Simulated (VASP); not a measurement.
# Zn4S: single point with PBE

Crystal: Zn4S.

```xyz
5
Lattice="-2.8999 2.8999 2.8999 2.8999 -2.8999 2.8999 2.8999 2.8999 -2.8999" Properties=species:S:1:pos:R:3 pbc="T T T"
Zn    1.4499    1.4499    1.4499
Zn    1.4499    1.4499   -1.4499
Zn    1.4499   -1.4499    1.4499
Zn   -1.4499    1.4499    1.4499
S     0.0000    0.0000    0.0000
```

The cell was generated, and may not be a known phase.

* Program: VASP 6.6.1
* Task: single point
* Functional: PBE
* Potentials or basis: VASP PAW PBE potentials, release 64 (Zn, S)
* Cutoff: 520 eV
* k mesh: 10 × 10 × 10
* Occupations: gaussian, width 0.1 eV
* Spin: no spin polarisation
* Dipole correction: no
* Further INCAR settings: ALGO = Normal; EDIFF = 1e-07; NBANDS = 35

```json
{
  "Pressure": "0.2 GPa",
  "Band gap on the k mesh": "zero (bands 27 and 28 overlap by 2.06 eV)"
}
```

Levels at points of the mesh, in eV from the Fermi level:
| k point | band 25 | band 26 | band 27 | band 28 | band 29 | band 30 |
| --- | --- | --- | --- | --- | --- | --- |
| (0.00, 0.00, 0.00) | -4.56 | -0.09 | -0.09 | -0.09 | 1.17 | 1.17 |
| (0.50, 0.00, 0.00) | -3.45 | -1.88 | 0.41 | 1.60 | 1.71 | 2.95 |
| (0.50, 0.50, 0.50) | -2.22 | -2.22 | 1.56 | 1.56 | 1.56 | 2.86 |

Run time: 4.6 min on 1 thread of Intel Xeon 8259CL (shared host), peak memory 0.31 GiB.
